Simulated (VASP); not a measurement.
# SnW (P4/mmm) in VASP: single point with PBE

Aim: the single point of SnW with PBE.

All numbers are computed with VASP 6.6.1; they aren't measurements. Logs are shortened: lines on timing, memory, paths and dates and some standing lists are left out, and cuts for length are marked.

## (1) The cell of the first run

The structure is tetragonal, space group P4/mmm (No. 123). The conventional cell has a = 3.362 Å, b = 3.362 Å, c = 4.218 Å, α = 90.00°, β = 90.00°, γ = 90.00°. Sn (site symmetry 4/mmm) has 8 W at 3.18 Å and 4 Sn at 3.36 Å within 4.2 Å. Within 4.2 Å of W (site symmetry 4/mmm) lie 8 Sn at 3.18 Å and 4 W at 3.36 Å.

## (2) Single point, PBE

File INCAR:

```
  PREC = Accurate
  ENCUT = 520
  EDIFF = 1E-6
  ISMEAR = 0
  SIGMA = 0.1
  LREAL = False
  LASPH = True
  NELM = 100
  ALGO = Fast
  ISIF = 2
  LWAVE = False
  LCHARG = False
  GGA = PE
  NBANDS = 21
```

File KPOINTS:

```
regular mesh
0
Gamma
  6 6 4
```

File POSCAR:

```
SnW
1.0
    3.3618710300      0.0000000000      0.0000000000
    0.0000000000      3.3618710300      0.0000000000
    0.0000000000      0.0000000000      4.2176162400
Sn W
1 1
Direct
    0.5000000000      0.5000000000      0.5000000000
    0.0000000000      0.0000000000      0.0000000000
```

Potentials or basis: VASP PAW PBE potentials, release 64 (Sn_d, W_sv).

Launch:

```bash
$ cat potpaw_PBE.64/Sn_d/POTCAR potpaw_PBE.64/W_sv/POTCAR > POTCAR
$ mpirun -np 1 vasp_std > vasp.out
```

OUTCAR:

```text
PREC = Accurate
   ENCUT = 520
   EDIFF = 1E-6
   ISMEAR = 0
   LREAL = False
   LASPH = True
   NELM = 100
   ISIF = 2
   GGA = PE

 ion  position               nearest neighbor table
   1  0.500  0.500  0.500-   2 3.18   2 3.18   2 3.18   2 3.18   2 3.18   2 3.18   2 3.18   2 3.18

   2  0.000  0.000  0.000-   1 3.18   1 3.18   1 3.18   1 3.18   1 3.18   1 3.18   1 3.18   1 3.18

  LATTYP: Found a simple tetragonal cell.
 ALAT       =     3.3618710300
 C/A-ratio  =     1.2545443303

  Lattice vectors:

 A1 = (   3.3618710300,   0.0000000000,   0.0000000000)
 A2 = (   0.0000000000,   3.3618710300,   0.0000000000)
 A3 = (   0.0000000000,   0.0000000000,   4.2176162400)

Analysis of symmetry for initial positions (statically):
=====================================================================
 Subroutine PRICEL returns:
 Original cell was already a primitive cell.

 Routine SETGRP: Setting up the symmetry group for a
 simple tetragonal supercell.

 Subroutine GETGRP returns: Found 16 space group operations
 (whereof 16 operations were pure point group operations)
 out of a pool of 16 trial point group operations.

The static configuration has the point symmetry D_4h.

Analysis of symmetry for dynamics (positions and initial velocities):
=====================================================================
 Subroutine PRICEL returns:
 Original cell was already a primitive cell.

 Routine SETGRP: Setting up the symmetry group for a
 simple tetragonal supercell.

 Subroutine GETGRP returns: Found 16 space group operations
 (whereof 16 operations were pure point group operations)
 out of a pool of 16 trial point group operations.

The dynamic configuration has the point symmetry D_4h.

 Subroutine INISYM returns: Found 16 space group operations
 (whereof 16 operations are pure point group operations),
 and found     1 'primitive' translations

----------------------------------------------------------------------------------------

                                     Primitive cell

  volume of cell :      47.6682

  direct lattice vectors                    reciprocal lattice vectors
     3.361871030  0.000000000  0.000000000     0.297453409  0.000000000  0.000000000
     0.000000000  3.361871030  0.000000000     0.000000000  0.297453409  0.000000000
     0.000000000  0.000000000  4.217616240     0.000000000  0.000000000  0.237100756

  length of vectors
     3.361871030  3.361871030  4.217616240     0.297453409  0.297453409  0.237100756

  position of ions in fractional coordinates (direct lattice)
     0.500000000  0.500000000  0.500000000
     0.000000000  0.000000000  0.000000000

  ion indices of the primitive-cell ions
   primitive index   ion index
                 1           1
                 2           2

----------------------------------------------------------------------------------------

 KPOINTS: regular mesh

Automatic generation of k-mesh.
 Grid dimensions read from file:
 generate k-points for:    6    6    4

 Generating k-lattice:

  Cartesian coordinates                     Fractional coordinates (reciprocal lattice)
     0.049575568  0.000000000  0.000000000     0.166666667  0.000000000  0.000000000
     0.000000000  0.049575568  0.000000000     0.000000000  0.166666667  0.000000000
     0.000000000  0.000000000  0.059275189     0.000000000  0.000000000  0.250000000

  Length of vectors
     0.049575568  0.049575568  0.059275189

  Shift w.r.t. Gamma in fractional coordinates (k-lattice)
     0.000000000  0.000000000  0.000000000

 Subroutine IBZKPT returns following result:
 ===========================================

 Found     30 irreducible k-points:

 Following reciprocal coordinates:
            Coordinates               Weight
  0.000000  0.000000  0.000000      1.000000
  0.166667  0.000000  0.000000      4.000000
  0.333333  0.000000  0.000000      4.000000
  0.500000  0.000000  0.000000      2.000000
  0.166667  0.166667  0.000000      4.000000
  0.333333  0.166667  0.000000      8.000000
[... 16 lines left out ...]
  0.333333  0.000000  0.500000      4.000000
  0.500000  0.000000  0.500000      2.000000
 [... further k-points ...]
   k-points           NKPTS =     30   k-points in BZ     NKDIM =     30   number of bands    NBANDS=     21
   number of dos      NEDOS =    301   number of ions     NIONS =      2
   total plane-waves  NPLWV =  25088
   dimension x,y,z NGX =    28 NGY =   28 NGZ =   32
   dimension x,y,z NGXF=    56 NGYF=   56 NGZF=   64
   ions per type =               1   1
   NGX,Y,Z   is equivalent  to a cutoff of  13.85, 13.85, 12.61 a.u.
   NGXF,Y,Z  is equivalent  to a cutoff of  27.69, 27.69, 25.23 a.u.
 SYSTEM =  unknown system
   PREC   = accura    normal or accurate (medium, high low for compatibility)
   ISTART =      0    job   : 0-new  1-cont  2-samecut
   ICHARG =      2    charge: 1-file 2-atom 10-const
   ISPIN  =      1    spin polarized calculation?
   LNONCOLLINEAR =      F non collinear calculations
   LSORBIT =      F    spin-orbit coupling
   LASPH  =      T    aspherical Exc in radial PAW
   ENCUT  =  520.0 eV  38.22 Ry    6.18 a.u.   6.25  6.25  7.84*2*pi/ulx,y,z
   NELM   =    100;   NELMIN=  2; NELMDL= -5     # of ELM steps
   EDIFF  = 0.1E-05   stopping-criterion for ELM
   LREAL  =      F    real-space projection
   EDIFFG = 0.1E-04   stopping-criterion for IOM
   NSW    =      0    number of steps for IOM
   IBRION =     -1    ionic relax: 0-MD 1-quasi-New 2-CG
   NFREE  =      0    steps in history (QN), initial steepest desc. (CG)
   ISIF   =      2    stress and relaxation
   ISYM   =      2    0-nonsym 1-usesym 2-fastsym
   POTIM  = 0.5000    time-step for ionic-motion
   TEBEG  =    0.0;   TEEND  =   0.0 temperature during run
   PSTRESS=    0.0 pullay stress
   NELECT =      28.0000    total number of electrons
   NUPDOWN=      -1.0000    fix difference up-down
   EMIN   =  10.00;   EMAX   =-10.00  energy-range for DOS
   EFERMI =   0.00;   METHOD = LEGACY
   ISMEAR =     0;   SIGMA  =   0.10  broadening in eV -4-tet -1-fermi 0-gaus
   EFERMI_NEDOS =   21; number of points for ismear=-14 and -15
   IALGO  =     68    algorithm
   IMIX   =      4    mixing-type and parameters
     AMIX     =   0.40;   BMIX     =  1.00
     AMIX_MAG =   1.60;   BMIX_MAG =  1.00
  volume/ion in A,a.u.               =      23.83       160.84
  Fermi-wavevector in a.u.,A,eV,Ry     =   1.371043  2.590896 25.575678  1.879759
  Thomas-Fermi vector in A             =   2.496775
   LORBIT       =      0    0 simple, 1 ext, 2 COOP (PROOUT), +10 PAW based schemes
   GGA     = PE    functional components
   LHFCALC =     F    Hartree Fock is set to
   AEXX    =    0.0000 exact exchange contribution
   IVDW    =     0    specifies the selected vdW correction
   LEPSILON=     F    determine dielectric tensor
   LRPA    =     F    only Hartree local field effects (RPA)
 non-spin polarized calculation
 RMM-DIIS sequential band-by-band and
 Gauss-broadening in eV      SIGMA  =   0.10
  energy-cutoff  :      520.00
  volume of cell :       47.67
 maximum number of plane-waves:      1304
 NGX is ok and might be reduce to    28
   NGX = 13   NGY = 13   NGZ = 15

 number of electron      27.9999998 magnetization

 Free energy of the ion-electron system (eV)
  ---------------------------------------------------
  ext. energy  EPLUGINS =         0.00000000
  ---------------------------------------------------
  free energy    TOTEN  =       -14.05027673 eV

  energy without entropy =      -14.02264225  energy(sigma->0) =      -14.03645949

 E-fermi :   7.9948     XC(G=0): -11.2223

 val. band max:        7.9890744471   @ k =   0.1667   0.0000   0.5000
 cond. band min:       8.0378706851   @ k =   0.3333   0.1667   0.5000
 fundamental gap:      0.0487962380
 Fermi energy:         7.9947550211

 k-point     1 :       0.0000    0.0000    0.0000
  band No.  band energies     occupation
      1     -66.5248      2.00000
      2     -30.6958      2.00000
      3     -30.5512      2.00000
      4     -30.5512      2.00000
      5     -13.3599      2.00000
      6     -13.2231      2.00000
[... 13 lines left out ...]
     20      17.2762      0.00000
     21      17.8475      0.00000

 k-point     2 :       0.1667    0.0000    0.0000
  band No.  band energies     occupation
      1     -66.5240      2.00000
      2     -30.6934      2.00000
      3     -30.5778      2.00000
      4     -30.5491      2.00000
      5     -13.3346      2.00000
      6     -13.2134      2.00000
[... 13 lines left out ...]
     20      16.9329      0.00000
     21      19.1589      0.00000

 k-point     3 :       0.3333    0.0000    0.0000
  band No.  band energies     occupation
      1     -66.5224      2.00000
      2     -30.6886      2.00000
      3     -30.6305      2.00000
      4     -30.5449      2.00000
      5     -13.2976      2.00000
      6     -13.2353      2.00000
[... 13 lines left out ...]
     20      15.4573      0.00000
     21      16.4401      0.00000

 k-point     4 :       0.5000    0.0000    0.0000
  band No.  band energies     occupation
      1     -66.5215      2.00000
      2     -30.6862      2.00000
      3     -30.6567      2.00000
      4     -30.5428      2.00000
      5     -13.2855      2.00000
      6     -13.2462      2.00000
[... 13 lines left out ...]
     20      14.4827      0.00000
     21      15.4545      0.00000

 k-point     5 :       0.1667    0.1667    0.0000
  band No.  band energies     occupation
      1     -66.5232      2.00000
      2     -30.6910      2.00000
      3     -30.5761      2.00000
      4     -30.5749      2.00000
      5     -13.3048      2.00000
      6     -13.2258      2.00000
[... 13 lines left out ...]
     20      18.6846      0.00000
     21      19.0740      0.00000
[... 382 lines left out ...]
     20      15.8192      0.00000
     21      17.1777      0.00000

 k-point    22 :       0.1667    0.0000    0.5000
  band No.  band energies     occupation
      1     -66.5239      2.00000
      2     -30.7008      2.00000
      3     -30.5773      2.00000
      4     -30.5488      2.00000
      5     -13.3333      2.00000
      6     -13.2136      2.00000
[... 13 lines left out ...]
     20      15.8710      0.00000
     21      18.0466      0.00000

 k-point    23 :       0.3333    0.0000    0.5000
  band No.  band energies     occupation
      1     -66.5223      2.00000
      2     -30.6954      2.00000
      3     -30.6296      2.00000
      4     -30.5444      2.00000
      5     -13.2954      2.00000
      6     -13.2374      2.00000
[... 13 lines left out ...]
     20      16.8359      0.00000
     21      19.1820      0.00000

 k-point    24 :       0.5000    0.0000    0.5000
  band No.  band energies     occupation
      1     -66.5215      2.00000
      2     -30.6926      2.00000
      3     -30.6556      2.00000
      4     -30.5422      2.00000
      5     -13.2826      2.00000
      6     -13.2492      2.00000
[... 13 lines left out ...]
     20      17.7617      0.00000
     21      18.2070      0.00000

 [... further k-points ...]
[... 5 lines left out ...]
  --------------------------------------------------------------------------------------
  -------------------------------------------------------------------------------------
  Total       -5.8468611     -5.8468611     -7.1635485      0.0000000      0.0000000      0.0000000
  in kB     -196.5188453   -196.5188453   -240.7740222      0.0000000      0.0000000      0.0000000
  external PRESSURE =    -211.2705709 kB  Pullay stress =       0.0000000 kB

 VOLUME and BASIS-vectors are now :
 -----------------------------------------------------------------------------
  energy-cutoff  :      520.00
  volume of cell :       47.67
      direct lattice vectors                 reciprocal lattice vectors
     3.361871030  0.000000000  0.000000000     0.297453409  0.000000000  0.000000000
     0.000000000  3.361871030  0.000000000     0.000000000  0.297453409  0.000000000
     0.000000000  0.000000000  4.217616240     0.000000000  0.000000000  0.237100756

 POSITION                                       TOTAL-FORCE (eV/Angst)
 -----------------------------------------------------------------------------------
      1.68094      1.68094      2.10881         0.000000      0.000000      0.000000
      0.00000      0.00000      0.00000         0.000000      0.000000      0.000000
 -----------------------------------------------------------------------------------
    total drift:                                0.000000      0.000000      0.000000

  FREE ENERGIE OF THE ION-ELECTRON SYSTEM (eV)
  ---------------------------------------------------
  free  energy   TOTEN  =       -14.0502767305 eV

  energy  without entropy=      -14.0226422492  energy(sigma->0) =      -14.03645949
```

Wall time 18 s (1 thread of Intel Xeon 6975P-C, shared host); peak memory 0.18 GiB.

Results:

```yaml
Free_energy: -14.0503 eV
Pressure: -21.1 GPa
Band_gap_on_the_k_mesh: zero (band 14 reaches 8.59 eV, above the bottom of band 15 at 7.02 eV)
```

Caveat: the k points lie up to 0.37 Å⁻¹ apart; spin-orbit coupling is left out, which moves the levels of the heavy elements.
